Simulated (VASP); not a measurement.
# WC (Fm-3m) in VASP: single point with PBEsol

Aim: the single point of WC with PBEsol.

All numbers are computed with VASP 6.6.1; they aren't measurements. Logs are shortened: lines on timing, memory, paths and dates and some standing lists are left out, and cuts for length are marked.

## 1. The cell of the first run

Symmetry: Fm-3m, No. 225, cubic system. Conventional cell: a = 4.276 Å, b = 4.276 Å, c = 4.276 Å, α = 90.00°, β = 90.00°, γ = 90.00°. W (site symmetry m-3m) has 6 C at 2.14 Å within 2.8 Å. Within 2.8 Å of C (site symmetry m-3m) lie 6 W at 2.14 Å.

## 2. Single point, PBEsol (strain -0.025 along x and y, -0.025 along z)

INCAR reads:

```
  PREC = Accurate
  ENCUT = 1300
  EDIFF = 1E-6
  ISMEAR = 0
  SIGMA = 0.15
  LREAL = F
  LASPH = T
  NELM = 120
  ALGO = Normal
  ISIF = 2
  LWAVE = F
  LCHARG = F
  GGA = PS
  NBANDS = 16
  GGA_COMPAT = F
```

KPOINTS reads:

```
Automatic mesh
0
Gamma
  18 18 18
```

POSCAR reads:

```
WC
1.0
    0.0000000000      2.1378669000      2.1378669000
    2.1378669000      0.0000000000      2.1378669000
    2.1378669000      2.1378669000      0.0000000000
W C
1 1
Direct
    0.0000000000      0.0000000000      0.0000000000
    0.5000000000      0.5000000000      0.5000000000
```

Potentials or basis: VASP PAW PBE potentials, release 64 (W_sv, C_h).

Launch:

```console
> cat potpaw_PBE.64/W_sv/POTCAR potpaw_PBE.64/C_h/POTCAR > POTCAR
> mpirun -np 1 vasp_std > vasp.out
```

OUTCAR:

```text
PREC = Accurate
   ENCUT = 1300
   EDIFF = 1E-6
   ISMEAR = 0
   LREAL = F
   LASPH = T
   NELM = 120
   ISIF = 2
   GGA = PS

 ion  position               nearest neighbor table
   1  0.000  0.000  0.000-   2 2.14   2 2.14   2 2.14   2 2.14   2 2.14   2 2.14
   2  0.500  0.500  0.500-   1 2.14   1 2.14   1 2.14   1 2.14   1 2.14   1 2.14

  LATTYP: Found a face centered cubic cell.
 ALAT       =     4.2757338000

  Lattice vectors:

 A1 = (   0.0000000000,   2.1378669000,   2.1378669000)
 A2 = (   2.1378669000,   0.0000000000,   2.1378669000)
 A3 = (   2.1378669000,   2.1378669000,   0.0000000000)

Analysis of symmetry for initial positions (statically):
=====================================================================
 Subroutine PRICEL returns:
 Original cell was already a primitive cell.

 Routine SETGRP: Setting up the symmetry group for a
 face centered cubic supercell.

 Subroutine GETGRP returns: Found 48 space group operations
 (whereof 48 operations were pure point group operations)
 out of a pool of 48 trial point group operations.

The static configuration has the point symmetry O_h .

Analysis of symmetry for dynamics (positions and initial velocities):
=====================================================================
 Subroutine PRICEL returns:
 Original cell was already a primitive cell.

 Routine SETGRP: Setting up the symmetry group for a
 face centered cubic supercell.

 Subroutine GETGRP returns: Found 48 space group operations
 (whereof 48 operations were pure point group operations)
 out of a pool of 48 trial point group operations.

The dynamic configuration has the point symmetry O_h .

 Subroutine INISYM returns: Found 48 space group operations
 (whereof 48 operations are pure point group operations),
 and found     1 'primitive' translations

----------------------------------------------------------------------------------------

                                     Primitive cell

  volume of cell :      19.5421

  direct lattice vectors                    reciprocal lattice vectors
     0.000000000  2.137866900  2.137866900    -0.233877984  0.233877984  0.233877984
     2.137866900  0.000000000  2.137866900     0.233877984 -0.233877984  0.233877984
     2.137866900  2.137866900  0.000000000     0.233877984  0.233877984 -0.233877984

  length of vectors
     3.023400365  3.023400365  3.023400365     0.405088551  0.405088551  0.405088551

  position of ions in fractional coordinates (direct lattice)
     0.000000000  0.000000000  0.000000000
     0.500000000  0.500000000  0.500000000

  ion indices of the primitive-cell ions
   primitive index   ion index
                 1           1
                 2           2

----------------------------------------------------------------------------------------

 KPOINTS: Automatic mesh

Automatic generation of k-mesh.
 Grid dimensions read from file:
 generate k-points for:   18   18   18

 Generating k-lattice:

  Cartesian coordinates                     Fractional coordinates (reciprocal lattice)
    -0.012993221  0.012993221  0.012993221     0.055555556  0.000000000  0.000000000
     0.012993221 -0.012993221  0.012993221     0.000000000  0.055555556  0.000000000
     0.012993221  0.012993221 -0.012993221     0.000000000  0.000000000  0.055555556

  Length of vectors
     0.022504919  0.022504919  0.022504919

  Shift w.r.t. Gamma in fractional coordinates (k-lattice)
     0.000000000  0.000000000  0.000000000

 Subroutine IBZKPT returns following result:
 ===========================================

 Found    195 irreducible k-points:

 Following reciprocal coordinates:
            Coordinates               Weight
  0.000000  0.000000  0.000000      1.000000
  0.055556  0.000000  0.000000      8.000000
  0.111111  0.000000  0.000000      8.000000
  0.166667  0.000000  0.000000      8.000000
  0.222222  0.000000  0.000000      8.000000
  0.277778  0.000000  0.000000      8.000000
[... 16 lines left out ...]
 -0.277778  0.055556  0.000000     24.000000
 -0.222222  0.055556  0.000000     24.000000
 [... further k-points ...]
   k-points           NKPTS =    195   k-points in BZ     NKDIM =    195   number of bands    NBANDS=     16
   number of dos      NEDOS =    301   number of ions     NIONS =      2
   total plane-waves  NPLWV =  46656
   dimension x,y,z NGX =    36 NGY =   36 NGZ =   36
   dimension x,y,z NGXF=    72 NGYF=   72 NGZF=   72
   ions per type =               1   1
   NGX,Y,Z   is equivalent  to a cutoff of  19.80, 19.80, 19.80 a.u.
   NGXF,Y,Z  is equivalent  to a cutoff of  39.59, 39.59, 39.59 a.u.
 SYSTEM =  unknown system
   PREC   = accura    normal or accurate (medium, high low for compatibility)
   ISTART =      0    job   : 0-new  1-cont  2-samecut
   ICHARG =      2    charge: 1-file 2-atom 10-const
   ISPIN  =      1    spin polarized calculation?
   LNONCOLLINEAR =      F non collinear calculations
   LSORBIT =      F    spin-orbit coupling
   LASPH  =      T    aspherical Exc in radial PAW
   ENCUT  = 1300.0 eV  95.55 Ry    9.77 a.u.   8.89  8.89  8.89*2*pi/ulx,y,z
   NELM   =    120;   NELMIN=  2; NELMDL= -5     # of ELM steps
   EDIFF  = 0.1E-05   stopping-criterion for ELM
   LREAL  =      F    real-space projection
   EDIFFG = 0.1E-04   stopping-criterion for IOM
   NSW    =      0    number of steps for IOM
   IBRION =     -1    ionic relax: 0-MD 1-quasi-New 2-CG
   NFREE  =      0    steps in history (QN), initial steepest desc. (CG)
   ISIF   =      2    stress and relaxation
   ISYM   =      2    0-nonsym 1-usesym 2-fastsym
   POTIM  = 0.5000    time-step for ionic-motion
   TEBEG  =    0.0;   TEEND  =   0.0 temperature during run
   PSTRESS=    0.0 pullay stress
   NELECT =      18.0000    total number of electrons
   NUPDOWN=      -1.0000    fix difference up-down
   EMIN   =  10.00;   EMAX   =-10.00  energy-range for DOS
   EFERMI =   0.00;   METHOD = LEGACY
   ISMEAR =     0;   SIGMA  =   0.15  broadening in eV -4-tet -1-fermi 0-gaus
   EFERMI_NEDOS =   21; number of points for ismear=-14 and -15
   IALGO  =     38    algorithm
   IMIX   =      4    mixing-type and parameters
     AMIX     =   0.40;   BMIX     =  1.00
     AMIX_MAG =   1.60;   BMIX_MAG =  1.00
  volume/ion in A,a.u.               =       9.77        65.94
  Fermi-wavevector in a.u.,A,eV,Ry     =   1.592850  3.010051 34.520329  2.537173
  Thomas-Fermi vector in A             =   2.691172
   LORBIT       =      0    0 simple, 1 ext, 2 COOP (PROOUT), +10 PAW based schemes
   GGA     = PS    functional components
   LHFCALC =     F    Hartree Fock is set to
   AEXX    =    0.0000 exact exchange contribution
   IVDW    =     0    specifies the selected vdW correction
   LEPSILON=     F    determine dielectric tensor
   LRPA    =     F    only Hartree local field effects (RPA)
 non-spin polarized calculation
 Gauss-broadening in eV      SIGMA  =   0.15
  energy-cutoff  :     1300.00
  volume of cell :       19.54
 maximum number of plane-waves:      2102
   NGX = 17   NGY = 17   NGZ = 17

 number of electron      18.0000000 magnetization

 Free energy of the ion-electron system (eV)
  ---------------------------------------------------
  ext. energy  EPLUGINS =         0.00000000
  ---------------------------------------------------
  free energy    TOTEN  =       -22.94386948 eV

  energy without entropy =      -22.93628920  energy(sigma->0) =      -22.94007934

 E-fermi :  13.7775     XC(G=0): -14.3089

 val. band max:       13.7576366224   @ k =   0.1667   0.1111   0.0556
 cond. band min:      13.7829407186   @ k =  -0.2778   0.2778   0.0000
 fundamental gap:      0.0253040962
 Fermi energy:        13.7775006344

 k-point     1 :       0.0000    0.0000    0.0000
  band No.  band energies     occupation
      1     -61.5303      2.00000
      2     -25.5176      2.00000
      3     -25.5176      2.00000
      4     -25.5176      2.00000
      5      -2.6607      2.00000
      6      10.7352      2.00000
[... 8 lines left out ...]
     15      23.3285      0.00000
     16      38.4574      0.00000

 k-point     2 :       0.0556    0.0000    0.0000
  band No.  band energies     occupation
      1     -61.5287      2.00000
      2     -25.5427      2.00000
      3     -25.5202      2.00000
      4     -25.5202      2.00000
      5      -2.5634      2.00000
      6      10.3885      2.00000
[... 8 lines left out ...]
     15      23.5607      0.00000
     16      37.2858      0.00000

 k-point     3 :       0.1111    0.0000    0.0000
  band No.  band energies     occupation
      1     -61.5241      2.00000
      2     -25.6146      2.00000
      3     -25.5276      2.00000
      4     -25.5276      2.00000
      5      -2.2777      2.00000
      6       9.6072      2.00000
[... 8 lines left out ...]
     15      24.2161      0.00000
     16      35.2834      0.00000

 k-point     4 :       0.1667    0.0000    0.0000
  band No.  band energies     occupation
      1     -61.5169      2.00000
      2     -25.7232      2.00000
      3     -25.5389      2.00000
      4     -25.5389      2.00000
      5      -1.8210      2.00000
      6       8.6610      2.00000
[... 8 lines left out ...]
     15      25.1552      0.00000
     16      33.3990      0.00000

 k-point     5 :       0.2222    0.0000    0.0000
  band No.  band energies     occupation
      1     -61.5080      2.00000
      2     -25.8539      2.00000
      3     -25.5527      2.00000
      4     -25.5527      2.00000
      5      -1.2201      2.00000
      6       7.6654      2.00000
[... 8 lines left out ...]
     15      26.1095      0.00000
     16      32.1641      0.00000

 k-point     6 :       0.2778    0.0000    0.0000
  band No.  band energies     occupation
      1     -61.4986      2.00000
      2     -25.9901      2.00000
      3     -25.5674      2.00000
      4     -25.5674      2.00000
      5      -0.5075      2.00000
      6       6.6728      2.00000
[... 8 lines left out ...]
     15      26.8277      0.00000
     16      30.7994      0.00000

 k-point     7 :       0.3333    0.0000    0.0000
  band No.  band energies     occupation
      1     -61.4897      2.00000
      2     -26.1155      2.00000
      3     -25.5811      2.00000
      4     -25.5811      2.00000
      5       0.2820      2.00000
      6       5.7068      2.00000
[... 8 lines left out ...]
     15      27.4795      0.00000
     16      29.0217      0.00000

 k-point     8 :       0.3889    0.0000    0.0000
  band No.  band energies     occupation
      1     -61.4825      2.00000
      2     -26.2161      2.00000
      3     -25.5923      2.00000
      4     -25.5923      2.00000
      5       1.1142      2.00000
      6       4.7767      2.00000
[... 8 lines left out ...]
     15      27.5168      0.00000
     16      27.5168      0.00000

 k-point     9 :       0.4444    0.0000    0.0000
  band No.  band energies     occupation
      1     -61.4778      2.00000
      2     -26.2809      2.00000
      3     -25.5995      2.00000
      4     -25.5995      2.00000
      5       1.9480      2.00000
      6       3.8972      2.00000
[... 8 lines left out ...]
     15      26.4225      0.00000
     16      26.4225      0.00000
[... 172 lines left out ...]
 k-point    19 :       0.5000    0.0556    0.0000
  band No.  band energies     occupation
      1     -61.4756      2.00000
      2     -26.2927      2.00000
      3     -25.6171      2.00000
      4     -25.6080      2.00000
      5       2.3403      2.00000
      6       3.4908      2.00000
[... 8 lines left out ...]
     15      26.1884      0.00000
     16      26.3089      0.00000

 k-point    20 :      -0.4444    0.0556    0.0000
  band No.  band energies     occupation
      1     -61.4761      2.00000
      2     -26.2853      2.00000
      3     -25.6212      2.00000
      4     -25.6022      2.00000
      5       2.1621      2.00000
      6       3.6721      2.00000
[... 8 lines left out ...]
     15      26.3237      0.00000
     16      26.4492      0.00000

 k-point    21 :      -0.3889    0.0556    0.0000
  band No.  band energies     occupation
      1     -61.4799      2.00000
      2     -26.2352      2.00000
      3     -25.6197      2.00000
      4     -25.5918      2.00000
      5       1.4029      2.00000
      6       4.4572      2.00000
[... 8 lines left out ...]
     15      27.0078      0.00000
     16      27.4063      0.00000

 k-point    22 :      -0.3333    0.0556    0.0000
  band No.  band energies     occupation
      1     -61.4862      2.00000
      2     -26.1477      2.00000
      3     -25.6127      2.00000
      4     -25.5781      2.00000
      5       0.5904      2.00000
      6       5.3366      2.00000
[... 8 lines left out ...]
     15      27.7182      0.00000
     16      28.0861      0.00000

 k-point    23 :      -0.2778    0.0556    0.0000
  band No.  band energies     occupation
      1     -61.4946      2.00000
      2     -26.0321      2.00000
      3     -25.6009      2.00000
      4     -25.5627      2.00000
      5      -0.2001      2.00000
      6       6.2637      2.00000
[... 8 lines left out ...]
     15      27.1035      0.00000
     16      29.3670      0.00000

 k-point    24 :      -0.2222    0.0556    0.0000
  band No.  band energies     occupation
      1     -61.5038      2.00000
      2     -25.9013      2.00000
      3     -25.5857      2.00000
      4     -25.5475      2.00000
      5      -0.9298      2.00000
      6       7.2313      2.00000
[... 8 lines left out ...]
     15      26.4927      0.00000
     16      30.6009      0.00000

 [... further k-points ...]
[... 5 lines left out ...]
  --------------------------------------------------------------------------------------
  -------------------------------------------------------------------------------------
  Total        2.7092055      2.7092055      2.7092055      0.0000000     -0.0000000      0.0000000
  in kB      222.1163618    222.1163618    222.1163618      0.0000000     -0.0000000      0.0000000
  external PRESSURE =     222.1163618 kB  Pullay stress =       0.0000000 kB

 VOLUME and BASIS-vectors are now :
 -----------------------------------------------------------------------------
  energy-cutoff  :     1300.00
  volume of cell :       19.54
      direct lattice vectors                 reciprocal lattice vectors
     0.000000000  2.137866900  2.137866900    -0.233877984  0.233877984  0.233877984
     2.137866900  0.000000000  2.137866900     0.233877984 -0.233877984  0.233877984
     2.137866900  2.137866900  0.000000000     0.233877984  0.233877984 -0.233877984

 POSITION                                       TOTAL-FORCE (eV/Angst)
 -----------------------------------------------------------------------------------
      0.00000      0.00000      0.00000        -0.000000      0.000000     -0.000000
      2.13787      2.13787      2.13787         0.000000     -0.000000      0.000000
 -----------------------------------------------------------------------------------
    total drift:                               -0.000000      0.000000      0.000000

  FREE ENERGIE OF THE ION-ELECTRON SYSTEM (eV)
  ---------------------------------------------------
  free  energy   TOTEN  =       -22.9438694830 eV

  energy  without entropy=      -22.9362892018  energy(sigma->0) =      -22.94007934
```

Wall time 2.2 min (1 thread of Intel Xeon Platinum 8259CL at 2.50GHz (Skylake/Cascade Lake), shared host); peak memory 0.39 GiB.

What came out:

```yaml
Free_energy: -22.9439 eV
Pressure: 22.2 GPa
Band_gap_on_the_k_mesh: zero (bands 9 and 10 overlap by 3.56 eV)
```

Caveat: the cell differs from its parent crystal (strain -0.025 along x and y, -0.025 along z); the cell stands under pressure; the PAW data sets were made with another functional, which shifts forces and pressure a little; spin-orbit coupling is left out, which moves the levels of the heavy elements.

The gap in the log of VASP goes by the Fermi energy; the results here count the filled bands.